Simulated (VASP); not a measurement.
# AuI3 (I4/mmm) in VASP: single point with PBE

Aim: the single point of AuI3 with PBE.

Program: VASP 6.6.1. These are calculated values, not measurements. Logs are shortened: lines on timing, memory, paths and dates and some standing lists are left out, and cuts for length are marked.

## 1. The cell of the first run

The typed cell holds 4 atoms: a = 5.586 Å, b = 5.586 Å, c = 5.586 Å, α = 120.01°, β = 120.01°, γ = 89.98°.

The cell was generated, and may not be a known phase.

## 2. Single point, PBE

Input file INCAR:

```
SYSTEM = AuI3
ALGO     = Normal         ! electronic algorithm
EDIFF    = 1E-7           ! SCF threshold, eV
ENCUT    = 520            ! plane-wave cutoff, eV
GGA      = PE             ! functional
ISIF     = 2              ! what is computed and relaxed
ISMEAR   = 0              ! smearing method
LASPH    = .TRUE.         ! aspherical terms in the spheres
LCHARG   = .FALSE.        ! write CHGCAR
LREAL    = .FALSE.        ! projectors in reciprocal space
LWAVE    = .FALSE.        ! write WAVECAR
NBANDS   = 24             ! bands
NELM     = 100            ! most SCF steps
PREC     = Accurate       ! precision mode
SIGMA    = 0.1            ! smearing width, eV
```

Input file KPOINTS:

```
k-points
0
G
  12 12 12
  0 0 0
```

Input file POSCAR:

```
AuI3
1.0
   -2.7924105523      2.7924105523      3.9506852237
    2.7924105523     -2.7924105523      3.9506852237
    2.7924105523      2.7924105523     -3.9506852237
Au I
1 3
Direct
    0.0000000000      0.0000000000      0.0000000000
    0.2500000000      0.7500000000      0.5000000000
    0.7500000000      0.2500000000      0.5000000000
    0.5000000000      0.5000000000      0.0000000000
```

Potentials or basis: VASP PAW PBE potentials, release 64 (Au, I).

The run is started by

```bash
cat potpaw_PBE.64/Au/POTCAR potpaw_PBE.64/I/POTCAR > POTCAR
mpirun -np 1 vasp_std > vasp.out
```

OUTCAR:

```text
SYSTEM = AuI3
   EDIFF = 1E-7
   ENCUT = 520
   GGA = PE
   ISIF = 2
   ISMEAR = 0
   LASPH = .TRUE.
   LREAL = .FALSE.
   NELM = 100
   PREC = Accurate

 ion  position               nearest neighbor table
   1  0.000  0.000  0.000-   3 3.42   2 3.42   2 3.42   3 3.42   2 3.42   3 3.42   3 3.42   2 3.42

   2  0.250  0.750  0.500-   1 3.42   4 3.42   1 3.42   4 3.42   1 3.42   4 3.42   1 3.42   4 3.42

   3  0.750  0.250  0.500-   4 3.42   1 3.42   1 3.42   4 3.42   1 3.42   4 3.42   4 3.42   1 3.42

   4  0.500  0.500  0.000-   2 3.42   3 3.42   2 3.42   3 3.42   2 3.42   3 3.42   2 3.42   3 3.42

  LATTYP: Found a body centered tetragonal cell.
 ALAT       =     5.5848211046
 C/A-ratio  =     1.4147938312

  Lattice vectors:

 A1 = (  -2.7924105523,   2.7924105523,   3.9506852237)
 A2 = (   2.7924105523,  -2.7924105523,   3.9506852237)
 A3 = (   2.7924105523,   2.7924105523,  -3.9506852237)

Analysis of symmetry for initial positions (statically):
=====================================================================
 Subroutine PRICEL returns:
 Original cell was already a primitive cell.

 Routine SETGRP: Setting up the symmetry group for a
 body centered tetragonal supercell.

 Subroutine GETGRP returns: Found 16 space group operations
 (whereof 16 operations were pure point group operations)
 out of a pool of 16 trial point group operations.

The static configuration has the point symmetry D_4h.

Analysis of symmetry for dynamics (positions and initial velocities):
=====================================================================
 Subroutine PRICEL returns:
 Original cell was already a primitive cell.

 Routine SETGRP: Setting up the symmetry group for a
 body centered tetragonal supercell.

 Subroutine GETGRP returns: Found 16 space group operations
 (whereof 16 operations were pure point group operations)
 out of a pool of 16 trial point group operations.

The dynamic configuration has the point symmetry D_4h.

 Subroutine INISYM returns: Found 16 space group operations
 (whereof 16 operations are pure point group operations),
 and found     1 'primitive' translations

----------------------------------------------------------------------------------------

                                     Primitive cell

  volume of cell :     123.2228

  direct lattice vectors                    reciprocal lattice vectors
    -2.792410552  2.792410552  3.950685224     0.000000000  0.179056765  0.126560324
     2.792410552 -2.792410552  3.950685224     0.179056765  0.000000000  0.126560324
     2.792410552  2.792410552 -3.950685224     0.179056765  0.179056765  0.000000000

  length of vectors
     5.585966982  5.585966982  5.585966982     0.219268877  0.219268877  0.253224505

  position of ions in fractional coordinates (direct lattice)
     0.000000000  0.000000000  0.000000000
     0.250000000  0.750000000  0.500000000
     0.750000000  0.250000000  0.500000000
     0.500000000  0.500000000  0.000000000

  ion indices of the primitive-cell ions
   primitive index   ion index
                 1           1
                 2           2
                 3           3
                 4           4

----------------------------------------------------------------------------------------

 KPOINTS: k-points

Automatic generation of k-mesh.
 Grid dimensions read from file:
 generate k-points for:   12   12   12

 Generating k-lattice:

  Cartesian coordinates                     Fractional coordinates (reciprocal lattice)
     0.000000000  0.014921397  0.010546694     0.083333333 -0.000000000  0.000000000
     0.014921397  0.000000000  0.010546694    -0.000000000  0.083333333  0.000000000
     0.014921397  0.014921397  0.000000000     0.000000000  0.000000000  0.083333333

  Length of vectors
     0.018272406  0.018272406  0.021102042

  Shift w.r.t. Gamma in fractional coordinates (k-lattice)
     0.000000000  0.000000000  0.000000000

 Subroutine IBZKPT returns following result:
 ===========================================

 Found    163 irreducible k-points:

 Following reciprocal coordinates:
            Coordinates               Weight
  0.000000  0.000000  0.000000      1.000000
  0.083333 -0.000000  0.000000      8.000000
  0.166667 -0.000000  0.000000      8.000000
  0.250000 -0.000000  0.000000      8.000000
  0.333333 -0.000000  0.000000      8.000000
  0.416667  0.000000  0.000000      8.000000
[... 16 lines left out ...]
  0.500000  0.166667  0.000000     16.000000
 -0.416667  0.166667  0.000000     16.000000
 [... further k-points ...]
   k-points           NKPTS =    163   k-points in BZ     NKDIM =    163   number of bands    NBANDS=     24
   number of dos      NEDOS =    301   number of ions     NIONS =      4
   total plane-waves  NPLWV =  74088
   dimension x,y,z NGX =    42 NGY =   42 NGZ =   42
   dimension x,y,z NGXF=    84 NGYF=   84 NGZF=   84
   ions per type =               1   3
   NGX,Y,Z   is equivalent  to a cutoff of  12.50, 12.50, 12.50 a.u.
   NGXF,Y,Z  is equivalent  to a cutoff of  25.00, 25.00, 25.00 a.u.
 SYSTEM =  AuI3
   PREC   = accura    normal or accurate (medium, high low for compatibility)
   ISTART =      0    job   : 0-new  1-cont  2-samecut
   ICHARG =      2    charge: 1-file 2-atom 10-const
   ISPIN  =      1    spin polarized calculation?
   LNONCOLLINEAR =      F non collinear calculations
   LSORBIT =      F    spin-orbit coupling
   LASPH  =      T    aspherical Exc in radial PAW
   ENCUT  =  520.0 eV  38.22 Ry    6.18 a.u.  10.39 10.39 10.39*2*pi/ulx,y,z
   NELM   =    100;   NELMIN=  2; NELMDL= -5     # of ELM steps
   EDIFF  = 0.1E-06   stopping-criterion for ELM
   LREAL  =      F    real-space projection
   EDIFFG = 0.1E-05   stopping-criterion for IOM
   NSW    =      0    number of steps for IOM
   IBRION =     -1    ionic relax: 0-MD 1-quasi-New 2-CG
   NFREE  =      0    steps in history (QN), initial steepest desc. (CG)
   ISIF   =      2    stress and relaxation
   ISYM   =      2    0-nonsym 1-usesym 2-fastsym
   POTIM  = 0.5000    time-step for ionic-motion
   TEBEG  =    0.0;   TEEND  =   0.0 temperature during run
   PSTRESS=    0.0 pullay stress
   NELECT =      32.0000    total number of electrons
   NUPDOWN=      -1.0000    fix difference up-down
   EMIN   =  10.00;   EMAX   =-10.00  energy-range for DOS
   EFERMI =   0.00;   METHOD = LEGACY
   ISMEAR =     0;   SIGMA  =   0.10  broadening in eV -4-tet -1-fermi 0-gaus
   EFERMI_NEDOS =   21; number of points for ismear=-14 and -15
   IALGO  =     38    algorithm
   IMIX   =      4    mixing-type and parameters
     AMIX     =   0.40;   BMIX     =  1.00
     AMIX_MAG =   1.60;   BMIX_MAG =  1.00
  volume/ion in A,a.u.               =      30.81       207.89
  Fermi-wavevector in a.u.,A,eV,Ry     =   1.044466  1.973755 14.842735  1.090910
  Thomas-Fermi vector in A             =   2.179220
   LORBIT       =      0    0 simple, 1 ext, 2 COOP (PROOUT), +10 PAW based schemes
   GGA     = PE    functional components
   LHFCALC =     F    Hartree Fock is set to
   AEXX    =    0.0000 exact exchange contribution
   IVDW    =     0    specifies the selected vdW correction
   LEPSILON=     F    determine dielectric tensor
   LRPA    =     F    only Hartree local field effects (RPA)
 non-spin polarized calculation
 Gauss-broadening in eV      SIGMA  =   0.10
  energy-cutoff  :      520.00
  volume of cell :      123.22
 maximum number of plane-waves:      3347
 NGX is ok and might be reduce to    42
   NGX = 21   NGY = 21   NGZ = 21

 number of electron      32.0000003 magnetization

 Free energy of the ion-electron system (eV)
  ---------------------------------------------------
  ext. energy  EPLUGINS =         0.00000000
  ---------------------------------------------------
  free energy    TOTEN  =        -5.37287779 eV

  energy without entropy =       -5.34634222  energy(sigma->0) =       -5.35961000

 E-fermi :   5.2909     XC(G=0):  -9.6385

 val. band max:        5.2909345019   @ k =  -0.4167  -0.4167   0.1667
 cond. band min:       5.2913282554   @ k =  -0.4167   0.4167   0.2500
 fundamental gap:      0.0003937535
 Fermi energy:         5.2909451356

 k-point     1 :       0.0000    0.0000    0.0000
  band No.  band energies     occupation
      1      -8.5236      2.00000
      2      -6.6660      2.00000
      3      -5.9776      2.00000
      4       1.3965      2.00000
      5       1.3965      2.00000
      6       1.3975      2.00000
[... 16 lines left out ...]
     23      11.2285      0.00000
     24      15.9121      0.00000

 k-point     2 :       0.0833   -0.0000    0.0000
  band No.  band energies     occupation
      1      -8.4933      2.00000
      2      -6.6849      2.00000
      3      -6.0113      2.00000
      4       1.3151      2.00000
      5       1.3753      2.00000
      6       1.3757      2.00000
[... 16 lines left out ...]
     23      11.3259      0.00000
     24      15.7845      0.00000

 k-point     3 :       0.1667   -0.0000    0.0000
  band No.  band energies     occupation
      1      -8.4041      2.00000
      2      -6.7411      2.00000
      3      -6.1052      2.00000
      4       1.2413      2.00000
      5       1.3132      2.00000
      6       1.3132      2.00000
[... 16 lines left out ...]
     23      11.5960      0.00000
     24      15.5107      0.00000

 k-point     4 :       0.2500   -0.0000    0.0000
  band No.  band energies     occupation
      1      -8.2622      2.00000
      2      -6.8373      2.00000
      3      -6.2347      2.00000
      4       1.2247      2.00000
      5       1.2251      2.00000
      6       1.2403      2.00000
[... 16 lines left out ...]
     23      12.0041      0.00000
     24      14.9620      0.00000

 k-point     5 :       0.3333   -0.0000    0.0000
  band No.  band energies     occupation
      1      -8.0802      2.00000
      2      -6.9793      2.00000
      3      -6.3581      2.00000
      4       1.1385      2.00000
      5       1.1392      2.00000
      6       1.1923      2.00000
[... 16 lines left out ...]
     23      12.5257      0.00000
     24      13.8993      0.00000

 k-point     6 :       0.4167    0.0000    0.0000
  band No.  band energies     occupation
      1      -7.8887      2.00000
      2      -7.1510      2.00000
      3      -6.4387      2.00000
      4       1.0757      2.00000
      5       1.0784      2.00000
      6       1.0790      2.00000
[... 16 lines left out ...]
     23      13.1304      0.00000
     24      13.2956      0.00000
[... 379 lines left out ...]
 k-point    21 :       0.3333    0.1667    0.0000
  band No.  band energies     occupation
      1      -7.8574      2.00000
      2      -7.0877      2.00000
      3      -6.5523      2.00000
      4       0.7306      2.00000
      5       1.1269      2.00000
      6       1.3460      2.00000
[... 16 lines left out ...]
     23      13.3487      0.00000
     24      13.7441      0.00000

 k-point    22 :       0.4167    0.1667   -0.0000
  band No.  band energies     occupation
      1      -7.7032      2.00000
      2      -7.2203      2.00000
      3      -6.6056      2.00000
      4       0.6594      2.00000
      5       0.9900      2.00000
      6       1.3496      2.00000
[... 16 lines left out ...]
     23      13.3656      0.00000
     24      13.5215      0.00000

 k-point    23 :       0.5000    0.1667    0.0000
  band No.  band energies     occupation
      1      -7.7395      2.00000
      2      -7.1853      2.00000
      3      -6.5976      2.00000
      4       0.6852      2.00000
      5       0.9061      2.00000
      6       1.4027      2.00000
[... 16 lines left out ...]
     23      13.3083      0.00000
     24      13.6207      0.00000

 k-point    24 :      -0.4167    0.1667    0.0000
  band No.  band energies     occupation
      1      -7.9177      2.00000
      2      -7.0326      2.00000
      3      -6.5287      2.00000
      4       0.7984      2.00000
      5       0.8742      2.00000
      6       1.4836      2.00000
[... 16 lines left out ...]
     23      13.2512      0.00000
     24      13.8815      0.00000

 [... further k-points ...]

------------------------ aborting loop because EDIFF is reached ----------------------------------------

  FORCE on cell =-STRESS in cart. coord.  units (eV):
  Direction    XX          YY          ZZ          XY          YZ          ZX
  --------------------------------------------------------------------------------------
  -------------------------------------------------------------------------------------
  Total       -0.0375329     -0.0375329     -0.0449780      0.0000000      0.0000000      0.0000000
  in kB       -0.4880139     -0.4880139     -0.5848161      0.0000000      0.0000000      0.0000000
  external PRESSURE =      -0.5202813 kB  Pullay stress =       0.0000000 kB

 VOLUME and BASIS-vectors are now :
 -----------------------------------------------------------------------------
  energy-cutoff  :      520.00
  volume of cell :      123.22
      direct lattice vectors                 reciprocal lattice vectors
    -2.792410552  2.792410552  3.950685224     0.000000000  0.179056765  0.126560324
     2.792410552 -2.792410552  3.950685224     0.179056765  0.000000000  0.126560324
     2.792410552  2.792410552 -3.950685224     0.179056765  0.179056765  0.000000000

 POSITION                                       TOTAL-FORCE (eV/Angst)
 -----------------------------------------------------------------------------------
      0.00000      0.00000      0.00000         0.000000      0.000000      0.000000
      2.79241      0.00000      1.97534        -0.000000      0.000000     -0.000000
      0.00000      2.79241      1.97534         0.000000     -0.000000     -0.000000
      0.00000      0.00000      3.95069         0.000000      0.000000      0.000000
 -----------------------------------------------------------------------------------
    total drift:                               -0.000000      0.000000      0.000000

  FREE ENERGIE OF THE ION-ELECTRON SYSTEM (eV)
  ---------------------------------------------------
  free  energy   TOTEN  =        -5.3728777876 eV

  energy  without entropy=       -5.3463422152  energy(sigma->0) =       -5.35961000
```

Run time: 4.6 min. Hardware: 1 thread of Intel Xeon Platinum 8488C (Sapphire Rapids), shared host; peak memory 0.56 GiB.

What came out:

| Quantity | Value |
| --- | --- |
| Free energy | -5.3729 eV |
| Pressure | -0.1 GPa |
| Band gap on the k mesh | zero (bands 16 and 17 overlap by 1.09 eV) |

Levels at points of the mesh, in eV from the Fermi level:
```tsv
k point	band 13	band 14	band 15	band 16	band 17	band 18	band 19	band 20
(0.00, 0.00, 0.00)	-1.37	-1.37	-0.73	-0.73	-0.73	-0.52	5.20	5.21
(0.50, 0.00, 0.00)	-1.98	-1.98	-0.55	0.30	0.30	1.25	4.60	4.60
(0.50, 0.50, 0.00)	-0.80	-0.69	-0.68	-0.02	-0.01	0.97	5.69	6.27
(0.50, 0.50, 0.50)	-0.80	-0.68	-0.68	-0.02	-0.02	0.97	5.69	6.27
```

Caveat: spin-orbit coupling is left out, which moves the levels of the heavy elements.
